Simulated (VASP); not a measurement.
A run of VASP 6.6.1 is set up as follows.

Contents of INCAR:

```
ALGO     = Normal         # electronic algorithm
EDIFF    = 1E-6           # SCF threshold, eV
ENCUT    = 520            # plane-wave cutoff, eV
GGA      = PE             # functional
ISIF     = 2              # what is computed and relaxed
ISMEAR   = 1              # smearing method
LASPH    = True           # aspherical terms in the spheres
LCHARG   = True           # write CHGCAR
LELF     = True           # ELF
LREAL    = False          # projectors in reciprocal space
LVHAR    = True         
LWAVE    = False          # write WAVECAR
NBANDS   = 11             # bands
NELM     = 80             # most SCF steps
PREC     = Accurate       # precision mode
SIGMA    = 0.01           # smearing width, eV
```

The input KPOINTS:

```
k-points
0
Gamma
  8 8 8
```

File POSCAR:

```
BP
1.0
    0.0000000000      2.2988586873      2.2988586873
    2.2988586873      0.0000000000      2.2988586873
    2.2988586873      2.2988586873      0.0000000000
B P
1 1
Direct
    0.0000000000      0.0000000000      0.0000000000
    0.2500000000      0.2500000000      0.2500000000
```

Potentials or basis: VASP PAW PBE potentials, release 64 (B, P).

The run is started by

```console
$ cat potpaw_PBE.64/B/POTCAR potpaw_PBE.64/P/POTCAR > POTCAR
$ mpirun -np 1 vasp_std > vasp.out
```

Problem. Estimate the band gap on the k mesh.

Solution. 1.32 eV, indirect (least direct gap 3.35 eV).

Problem. What does it give for the pressure?

Solution. -5.1 GPa.

A k mesh can miss the band edges.
